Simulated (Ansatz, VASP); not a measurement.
**One calculation of Sn, two programs**

File INCAR:

```
ALGO = Fast ; EDIFF = 1E-6
ENCUT = 520 ; GGA = PE
ISIF = 2 ; ISMEAR = 0
IVDW = 12 ; LASPH = T
LCHARG = T ; LELF = T
LREAL = F ; LVHAR = T
LWAVE = F ; NBANDS = 21
NELM = 60 ; PREC = Accurate
SIGMA = 0.15
```

The input KPOINTS:

```
k-points
0
Gamma
  18 18 12
```

POSCAR

```
Sn
1.0
   -1.7544065422      1.7546136957     -2.1674907473
   -1.7544065422      1.7546136957      2.1674907473
    3.5088130844      3.5092273914      0.0000000000
Sn
2
Direct
    0.0604533520      0.0604533520     -0.0000071019
    0.4395466480      0.4395466480      0.5000071019
```

Input for Ansatz:

```yaml
crystal:
  lattice:
    - [-1.7544065422, 1.7546136957, -2.1674907473]
    - [-1.7544065422, 1.7546136957, 2.1674907473]
    - [3.5088130844, 3.5092273914, 0.0]
  atoms:
    - { symbol: Sn, position: [0.060453352, 0.060453352, -7.1019e-06] }
    - { symbol: Sn, position: [0.439546648, 0.439546648, 0.5000071019] }
basis:
  ecutwfc: 420
kpoints:
  mp_grid: { grid: [18, 18, 12] }
hamiltonian:
  xc: pbe
  dispersion: d3bj
scf:
  occupations: { method: gaussian, width: 0.15 }
output:
  forces: true
  stress: true
  eigenvalues: true
```

Change from the starting cell: mode 1 (-6.9 1/cm) frozen in, largest displacement +0.300 Å.

Alike in both runs: task single point; functional PBE; dispersion D3(BJ); k mesh 18 × 18 × 12; occupations gaussian, width 0.15 eV; no spin polarisation.

```csv
,VASP,Ansatz
version,VASP 6.6.1,Ansatz 0.2.0
potentials or method,"VASP PAW PBE potentials, release 64 (Sn_d), cutoff 520 eV","scalar-relativistic, plane waves, PAW"
valence electrons in the cell,28,28
```

|  | VASP | Ansatz | Ansatz less VASP |
| --- | --- | --- | --- |
| gap on the k mesh at the Fermi level (eV) | none | none | - |
| pressure (GPa) | 1.0 | 1.0 | +0.03 |
| traceless stress, the component that is largest in VASP (GPa) | 0.74 | 0.74 | -0.002 |
| rms of the force components (eV/Å) | 0.103 | 0.103 | -0.0004 |

Atom by atom the forces differ by 0.000 eV/Å (rms over components). A gap of «none» marks a metal or a gap that the smearing closes.
